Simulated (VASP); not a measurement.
# MgO in VASP: further runs

MgO is run at these levels: PBE; tasks: single point.

Program: VASP 6.6.1. These are calculated values, not measurements. Logs are shortened: lines on timing, memory, paths and dates and some standing lists are left out, and cuts for length are marked.

## (1) The cell of the first run

Symmetry: Fm-3m, No. 225, cubic system. The conventional cell has a = 4.204 Å, b = 4.204 Å, c = 4.204 Å, α = 90.00°, β = 90.00°, γ = 90.00°. Within 2.8 Å of Mg (site symmetry m-3m) lie 6 O at 2.10 Å. Within 2.8 Å of O (site symmetry m-3m) lie 6 Mg at 2.10 Å.

## (2) Single point, PBE

INCAR

```
SYSTEM = MgO
PREC = Accurate
ENCUT = 520
EDIFF = 1E-7
ISMEAR = 0
SIGMA = 0.01
LREAL = .FALSE.
LASPH = .TRUE.
NELM = 100
ALGO = Normal
ISIF = 2
LWAVE = .FALSE.
LCHARG = .FALSE.
GGA = PE
NBANDS = 11
```

KPOINTS

```
regular mesh
0
G
  6 6 6
  0 0 0
```

POSCAR

```
MgO
1.0
    0.0000000000      2.1021674158      2.1021674158
    2.1021674158      0.0000000000      2.1021674158
    2.1021674158      2.1021674158      0.0000000000
Mg O
1 1
Direct
    0.0000000000      0.0000000000      0.0000000000
    0.5000000000      0.5000000000      0.5000000000
```

Potentials or basis: VASP PAW PBE potentials, release 64 (Mg, O).

Command:

```console
> cat potpaw_PBE.64/Mg/POTCAR potpaw_PBE.64/O/POTCAR > POTCAR
> mpirun -np 1 vasp_std > vasp.out
```

OUTCAR:

```text
SYSTEM = MgO
   PREC = Accurate
   ENCUT = 520
   EDIFF = 1E-7
   ISMEAR = 0
   LREAL = .FALSE.
   LASPH = .TRUE.
   NELM = 100
   ISIF = 2
   GGA = PE

 ion  position               nearest neighbor table
   1  0.000  0.000  0.000-   2 2.10   2 2.10   2 2.10   2 2.10   2 2.10   2 2.10
   2  0.500  0.500  0.500-   1 2.10   1 2.10   1 2.10   1 2.10   1 2.10   1 2.10

  LATTYP: Found a face centered cubic cell.
 ALAT       =     4.2043348316

  Lattice vectors:

 A1 = (   0.0000000000,   2.1021674158,   2.1021674158)
 A2 = (   2.1021674158,   0.0000000000,   2.1021674158)
 A3 = (   2.1021674158,   2.1021674158,   0.0000000000)

Analysis of symmetry for initial positions (statically):
=====================================================================
 Subroutine PRICEL returns:
 Original cell was already a primitive cell.

 Routine SETGRP: Setting up the symmetry group for a
 face centered cubic supercell.

 Subroutine GETGRP returns: Found 48 space group operations
 (whereof 48 operations were pure point group operations)
 out of a pool of 48 trial point group operations.

The static configuration has the point symmetry O_h .

Analysis of symmetry for dynamics (positions and initial velocities):
=====================================================================
 Subroutine PRICEL returns:
 Original cell was already a primitive cell.

 Routine SETGRP: Setting up the symmetry group for a
 face centered cubic supercell.

 Subroutine GETGRP returns: Found 48 space group operations
 (whereof 48 operations were pure point group operations)
 out of a pool of 48 trial point group operations.

The dynamic configuration has the point symmetry O_h .

 Subroutine INISYM returns: Found 48 space group operations
 (whereof 48 operations are pure point group operations),
 and found     1 'primitive' translations

----------------------------------------------------------------------------------------

                                     Primitive cell

  volume of cell :      18.5794

  direct lattice vectors                    reciprocal lattice vectors
     0.000000000  2.102167416  2.102167416    -0.237849753  0.237849753  0.237849753
     2.102167416  0.000000000  2.102167416     0.237849753 -0.237849753  0.237849753
     2.102167416  2.102167416  0.000000000     0.237849753  0.237849753 -0.237849753

  length of vectors
     2.972913670  2.972913670  2.972913670     0.411967856  0.411967856  0.411967856

  position of ions in fractional coordinates (direct lattice)
     0.000000000  0.000000000  0.000000000
     0.500000000  0.500000000  0.500000000

  ion indices of the primitive-cell ions
   primitive index   ion index
                 1           1
                 2           2

----------------------------------------------------------------------------------------

 KPOINTS: regular mesh

Automatic generation of k-mesh.
 Grid dimensions read from file:
 generate k-points for:    6    6    6

 Generating k-lattice:

  Cartesian coordinates                     Fractional coordinates (reciprocal lattice)
    -0.039641625  0.039641625  0.039641625     0.166666667  0.000000000  0.000000000
     0.039641625 -0.039641625  0.039641625     0.000000000  0.166666667  0.000000000
     0.039641625  0.039641625 -0.039641625     0.000000000  0.000000000  0.166666667

  Length of vectors
     0.068661309  0.068661309  0.068661309

  Shift w.r.t. Gamma in fractional coordinates (k-lattice)
     0.000000000  0.000000000  0.000000000

 Subroutine IBZKPT returns following result:
 ===========================================

 Found     16 irreducible k-points:

 Following reciprocal coordinates:
            Coordinates               Weight
  0.000000  0.000000  0.000000      1.000000
  0.166667  0.000000  0.000000      8.000000
  0.333333  0.000000  0.000000      8.000000
  0.500000  0.000000  0.000000      4.000000
  0.166667  0.166667  0.000000      6.000000
  0.333333  0.166667  0.000000     24.000000
[... 8 lines left out ...]
 -0.333333  0.333333  0.166667     24.000000
 -0.333333  0.500000  0.166667     12.000000
   k-points           NKPTS =     16   k-points in BZ     NKDIM =     16   number of bands    NBANDS=     11
   number of dos      NEDOS =    301   number of ions     NIONS =      2
   total plane-waves  NPLWV =  13824
   dimension x,y,z NGX =    24 NGY =   24 NGZ =   24
   dimension x,y,z NGXF=    48 NGYF=   48 NGZF=   48
   ions per type =               1   1
   NGX,Y,Z   is equivalent  to a cutoff of  13.42, 13.42, 13.42 a.u.
   NGXF,Y,Z  is equivalent  to a cutoff of  26.84, 26.84, 26.84 a.u.
 SYSTEM =  MgO
   PREC   = accura    normal or accurate (medium, high low for compatibility)
   ISTART =      0    job   : 0-new  1-cont  2-samecut
   ICHARG =      2    charge: 1-file 2-atom 10-const
   ISPIN  =      1    spin polarized calculation?
   LNONCOLLINEAR =      F non collinear calculations
   LSORBIT =      F    spin-orbit coupling
   LASPH  =      T    aspherical Exc in radial PAW
   ENCUT  =  520.0 eV  38.22 Ry    6.18 a.u.   5.53  5.53  5.53*2*pi/ulx,y,z
   NELM   =    100;   NELMIN=  2; NELMDL= -5     # of ELM steps
   EDIFF  = 0.1E-06   stopping-criterion for ELM
   LREAL  =      F    real-space projection
   EDIFFG = 0.1E-05   stopping-criterion for IOM
   NSW    =      0    number of steps for IOM
   IBRION =     -1    ionic relax: 0-MD 1-quasi-New 2-CG
   NFREE  =      0    steps in history (QN), initial steepest desc. (CG)
   ISIF   =      2    stress and relaxation
   ISYM   =      2    0-nonsym 1-usesym 2-fastsym
   POTIM  = 0.5000    time-step for ionic-motion
   TEBEG  =    0.0;   TEEND  =   0.0 temperature during run
   PSTRESS=    0.0 pullay stress
   NELECT =       8.0000    total number of electrons
   NUPDOWN=      -1.0000    fix difference up-down
   EMIN   =  10.00;   EMAX   =-10.00  energy-range for DOS
   EFERMI =   0.00;   METHOD = LEGACY
   ISMEAR =     0;   SIGMA  =   0.01  broadening in eV -4-tet -1-fermi 0-gaus
   EFERMI_NEDOS =   21; number of points for ismear=-14 and -15
   IALGO  =     38    algorithm
   IMIX   =      4    mixing-type and parameters
     AMIX     =   0.40;   BMIX     =  1.00
     AMIX_MAG =   1.60;   BMIX_MAG =  1.00
  volume/ion in A,a.u.               =       9.29        62.69
  Fermi-wavevector in a.u.,A,eV,Ry     =   1.236216  2.336109 20.792816  1.528229
  Thomas-Fermi vector in A             =   2.370833
   LORBIT       =      0    0 simple, 1 ext, 2 COOP (PROOUT), +10 PAW based schemes
   GGA     = PE    functional components
   LHFCALC =     F    Hartree Fock is set to
   AEXX    =    0.0000 exact exchange contribution
   IVDW    =     0    specifies the selected vdW correction
   LEPSILON=     F    determine dielectric tensor
   LRPA    =     F    only Hartree local field effects (RPA)
 non-spin polarized calculation
 Gauss-broadening in eV      SIGMA  =   0.01
  energy-cutoff  :      520.00
  volume of cell :       18.58
 maximum number of plane-waves:       531
 NGX is ok and might be reduce to    24
   NGX = 11   NGY = 11   NGZ = 11

 number of electron       8.0000004 magnetization

 Free energy of the ion-electron system (eV)
  ---------------------------------------------------
  ext. energy  EPLUGINS =         0.00000000
  ---------------------------------------------------
  free energy    TOTEN  =       -11.90221070 eV

  energy without entropy =      -11.90221070  energy(sigma->0) =      -11.90221070

 E-fermi :   3.2928     XC(G=0): -11.1046

 val. band max:        3.2290498494   @ k =   0.0000   0.0000   0.0000
 cond. band min:       8.0090000210   @ k =   0.0000   0.0000   0.0000
 fundamental gap:      4.7799501716
 Fermi energy:         3.2928368096

 k-point     1 :       0.0000    0.0000    0.0000
  band No.  band energies     occupation
      1     -14.0629      2.00000
      2       3.2290      2.00000
      3       3.2290      2.00000
      4       3.2290      2.00000
      5       8.0090      0.00000
      6      19.0595      0.00000
      7      19.0595      0.00000
      8      19.0595      0.00000
      9      22.9909      0.00000
     10      24.7715      0.00000
     11      24.7715      0.00000

 k-point     2 :       0.1667    0.0000    0.0000
  band No.  band energies     occupation
      1     -13.7771      2.00000
      2       1.7154      2.00000
      3       3.0531      2.00000
      4       3.0531      2.00000
      5       9.4313      0.00000
      6      16.7283      0.00000
      7      19.6379      0.00000
      8      19.6379      0.00000
      9      23.4972      0.00000
     10      23.4972      0.00000
     11      25.5990      0.00000

 k-point     3 :       0.3333    0.0000    0.0000
  band No.  band energies     occupation
      1     -13.1341      2.00000
      2      -0.4575      2.00000
      3       2.7243      2.00000
      4       2.7243      2.00000
      5      10.9398      0.00000
      6      15.5976      0.00000
      7      19.8584      0.00000
      8      19.8584      0.00000
      9      24.1929      0.00000
     10      24.1929      0.00000
     11      24.7505      0.00000

 k-point     4 :       0.5000    0.0000    0.0000
  band No.  band energies     occupation
      1     -12.7646      2.00000
      2      -1.4116      2.00000
      3       2.5698      2.00000
      4       2.5698      2.00000
      5      11.1605      0.00000
      6      15.8988      0.00000
      7      19.5960      0.00000
      8      19.5960      0.00000
      9      24.2034      0.00000
     10      25.8014      0.00000
     11      25.8014      0.00000
[... 127 lines left out ...]
 k-point    14 :       0.5000    0.3333    0.1667
  band No.  band energies     occupation
      1     -12.7589      2.00000
      2      -0.3269      2.00000
      3       1.3675      2.00000
      4       2.2056      2.00000
      5      13.2880      0.00000
      6      14.3284      0.00000
      7      16.8461      0.00000
      8      20.4901      0.00000
      9      22.7544      0.00000
     10      26.1885      0.00000
     11      31.1834      0.00000

 k-point    15 :      -0.3333    0.3333    0.1667
  band No.  band energies     occupation
      1     -12.5329      2.00000
      2      -0.3768      2.00000
      3       0.7473      2.00000
      4       1.9548      2.00000
      5      13.8379      0.00000
      6      15.2228      0.00000
      7      16.0246      0.00000
      8      19.7953      0.00000
      9      24.0805      0.00000
     10      25.3119      0.00000
     11      31.0499      0.00000

 k-point    16 :      -0.3333    0.5000    0.1667
  band No.  band energies     occupation
      1     -12.4640      2.00000
      2      -0.3494      2.00000
      3       0.9748      2.00000
      4       1.5513      2.00000
      5      13.8021      0.00000
      6      14.7078      0.00000
      7      15.7571      0.00000
      8      19.8022      0.00000
      9      23.4918      0.00000
     10      27.9560      0.00000
     11      29.5164      0.00000

------------------------ aborting loop because EDIFF is reached ----------------------------------------

  FORCE on cell =-STRESS in cart. coord.  units (eV):
  Direction    XX          YY          ZZ          XY          YZ          ZX
  --------------------------------------------------------------------------------------
  -------------------------------------------------------------------------------------
  Total        0.5681701      0.5681701      0.5681701      0.0000000      0.0000000      0.0000000
  in kB       48.9956007     48.9956007     48.9956007      0.0000000      0.0000000      0.0000000
  external PRESSURE =      48.9956007 kB  Pullay stress =       0.0000000 kB

 VOLUME and BASIS-vectors are now :
 -----------------------------------------------------------------------------
  energy-cutoff  :      520.00
  volume of cell :       18.58
      direct lattice vectors                 reciprocal lattice vectors
     0.000000000  2.102167416  2.102167416    -0.237849753  0.237849753  0.237849753
     2.102167416  0.000000000  2.102167416     0.237849753 -0.237849753  0.237849753
     2.102167416  2.102167416  0.000000000     0.237849753  0.237849753 -0.237849753

 POSITION                                       TOTAL-FORCE (eV/Angst)
 -----------------------------------------------------------------------------------
      0.00000      0.00000      0.00000         0.000000     -0.000000      0.000000
      2.10217      2.10217      2.10217        -0.000000      0.000000     -0.000000
 -----------------------------------------------------------------------------------
    total drift:                               -0.000000     -0.000000      0.000000

  FREE ENERGIE OF THE ION-ELECTRON SYSTEM (eV)
  ---------------------------------------------------
  free  energy   TOTEN  =       -11.9022106961 eV

  energy  without entropy=      -11.9022106961  energy(sigma->0) =      -11.90221070
```

It took 3 s on 1 thread of Intel Xeon 6975P-C (Granite Rapids), shared host; peak memory 0.13 GiB.

Results:

```yaml
Free_energy: -11.9022 eV
Pressure: 4.9 GPa
Band_gap_on_the_k_mesh: 4.78 eV, direct
```

Caveat: the k points lie up to 0.43 Å⁻¹ apart.

## (3) Single point, PBE (strain +2.5%)

INCAR

```
PREC = Accurate ; ENCUT = 520
EDIFF = 1E-6 ; ISMEAR = 0
SIGMA = 0.01 ; LREAL = False
LASPH = True ; NELM = 60
ALGO = Normal ; ISIF = 2
LWAVE = False ; LCHARG = True
GGA = PE ; LELF = True
LVHAR = True ; NBANDS = 11
```

KPOINTS

```
Automatic mesh
0
Gamma
  6 6 6
```

POSCAR

```
MgO
1.0
    0.0000000000      2.1547216012      2.1547216012
    2.1547216012      0.0000000000      2.1547216012
    2.1547216012      2.1547216012      0.0000000000
Mg O
1 1
Direct
    0.0000000000      0.0000000000      0.0000000000
    0.5000000000      0.5000000000      0.5000000000
```

Potentials or basis: VASP PAW PBE potentials, release 64 (Mg, O).

Command:

```console
> cat potpaw_PBE.64/Mg/POTCAR potpaw_PBE.64/O/POTCAR > POTCAR
> mpirun -np 1 vasp_std > vasp.out
```

Wall time 3.1 s (1 thread of Intel Xeon 6975P-C (Granite Rapids), shared host); peak memory 0.13 GiB.

Results (log left out):

```yaml
Free_energy: -11.8954 eV
Pressure: -6.1 GPa
Band_gap_on_the_k_mesh: 4.09 eV, direct
```

Levels at points of the mesh, in eV from the valence-band top:
```
           k point  band 1  band 2  band 3  band 4  band 5  band 6  band 7  band 8  band 9
(0.00, 0.00, 0.00)  -16.93    0.00    0.00    0.00    4.09   15.41   15.41   15.41   19.15
(0.50, 0.00, 0.00)  -15.81   -4.33   -0.58   -0.58    7.47   11.84   15.61   15.61   19.88
(0.50, 0.50, 0.00)  -15.57   -3.81   -1.26   -1.26    9.03    9.24   12.39   17.95   17.95
```

Caveat: the k points lie up to 0.42 Å⁻¹ apart; the cell differs from its parent crystal (strain +2.5%).

## (4) Single point, PBE (shear xy strain -5.0%)

INCAR

```
SYSTEM = MgO
ALGO     = Normal         ! electronic algorithm
EDIFF    = 1E-6           ! SCF threshold, eV
ENCUT    = 520            ! plane-wave cutoff, eV
GGA      = PE             ! functional
ISIF     = 2              ! what is computed and relaxed
ISMEAR   = 0              ! smearing method
LASPH    = .TRUE.         ! aspherical terms in the spheres
LCHARG   = .TRUE.         ! write CHGCAR
LELF     = .TRUE.         ! ELF
LREAL    = .FALSE.        ! projectors in reciprocal space
LVHAR    = .TRUE.       
LWAVE    = .FALSE.        ! write WAVECAR
NBANDS   = 11             ! bands
NELM     = 80             ! most SCF steps
PREC     = Accurate       ! precision mode
SIGMA    = 0.01           ! smearing width, eV
```

KPOINTS

```
k-points
0
G
  6 6 6
  0 0 0
```

POSCAR

```
MgO
1.0
   -0.0525541854      2.1021674158      2.1021674158
    2.1021674158     -0.0525541854      2.1021674158
    2.0496132304      2.0496132304      0.0000000000
Mg O
1 1
Direct
    0.0000000000      0.0000000000      0.0000000000
    0.5000000000      0.5000000000      0.5000000000
```

Command:

```console
> cat potpaw_PBE.64/Mg/POTCAR potpaw_PBE.64/O/POTCAR > POTCAR
> mpirun -np 1 vasp_std > vasp.out
```

Wall time 4.4 s (1 thread of Intel Xeon 6975P-C (Granite Rapids), shared host); peak memory 0.14 GiB.

The run converged. Its results:

| Quantity | Value |
| --- | --- |
| Free energy | -11.8803 eV |
| Pressure | 5.0 GPa |
| Band gap on the k mesh | 4.56 eV, direct |

Stress tensor (GPa, compression positive):
```
5.19 7.44 0.00
7.44 5.19 0.00
0.00 0.00 4.64
```

Levels at points of the mesh, in eV from the valence-band top:
```
           k point  band 1  band 2  band 3  band 4  band 5  band 6  band 7  band 8  band 9
(0.00, 0.00, 0.00)  -17.49   -0.38   -0.21    0.00    4.56   14.92   15.67   16.39   19.52
(0.50, 0.00, 0.00)  -16.25   -4.93   -0.85   -0.63    7.89   12.18   16.31   16.80   20.99
(0.50, 0.50, 0.00)  -15.93   -4.31   -1.85   -1.24    8.63   10.15   12.96   18.37   19.40
(0.00, 0.00, 0.50)  -16.13   -4.75   -1.05   -0.87    7.55   12.73   15.59   16.08   20.55
(0.50, 0.00, 0.50)  -15.92   -4.30   -1.55   -1.55    8.93    9.83   12.91   18.86   18.90
```

Caveat: the k points lie up to 0.44 Å⁻¹ apart; the cell differs from its parent crystal (shear xy strain -5.0%).

## (5) Single point, PBE

INCAR

```
SYSTEM = MgO
PREC = Accurate
ENCUT = 520
EDIFF = 1E-6
ISMEAR = -1
SIGMA = 0.02
LREAL = .False.
LASPH = .True.
NELM = 100
ALGO = Normal
ISIF = 2
LWAVE = .False.
LCHARG = .False.
GGA = PE
NBANDS = 11
```

KPOINTS

```
regular mesh
0
Gamma
  10 10 10
  0 0 0
```

POSCAR

```
MgO
1.0
    0.0000000000      2.1021674158      2.1021674158
    2.1021674158      0.0000000000      2.1021674158
    2.1021674158      2.1021674158      0.0000000000
Mg O
1 1
Direct
    0.0000000000      0.0000000000      0.0000000000
    0.5000000000      0.5000000000      0.5000000000
```

Command:

```console
> cat potpaw_PBE.64/Mg/POTCAR potpaw_PBE.64/O/POTCAR > POTCAR
> mpirun -np 1 vasp_std > vasp.out
```

It took 3.9 s on 1 thread of Intel Xeon 6975P-C (Granite Rapids), shared host; peak memory 0.14 GiB.

The run converged. Its results:

```
Free energy            : -11.9026 eV
Pressure               : 4.9 GPa
Band gap on the k mesh : 4.78 eV, direct
```

Levels at points of the mesh, in eV from the valence-band top:
```csv
k point,band 1,band 2,band 3,band 4,band 5,band 6,band 7,band 8
"(0.00, 0.00, 0.00)",-17.29,0.00,0.00,0.00,4.78,15.83,15.83,15.83
"(0.50, 0.00, 0.00)",-15.99,-4.64,-0.66,-0.66,7.93,12.67,16.37,16.37
"(0.50, 0.50, 0.00)",-15.73,-4.11,-1.36,-1.36,9.13,10.03,13.16,19.06
```

## (6) Overview

```csv
cell,k mesh,smearing,gap on the mesh (eV),pressure (GPa)
"a = 2.973 Å, angles 60.0°, 2 atoms",6 × 6 × 6,gaussian 0.01 eV,4.78,4.9
"a = 3.047 Å, angles 60.0°, 2 atoms",6 × 6 × 6,gaussian 0.01 eV,4.09,-6.1
"a = 2.973, b = 2.973, c = 2.899 Å, angles 60.8, 60.8, 61.7°, 2 atoms",6 × 6 × 6,gaussian 0.01 eV,4.56,5.0
"a = 2.973 Å, angles 60.0°, 2 atoms",10 × 10 × 10,fermi-dirac 0.02 eV,4.78,4.9
```

Alike in all rows: task single point; level PBE; potentials or basis VASP PAW PBE potentials, release 64 (Mg, O); no spin polarisation; cutoff (eV) 520.

Caveats: some runs use coarse meshes.

Total energies depend on the potentials used, so only differences within one code and one set of settings carry meaning.
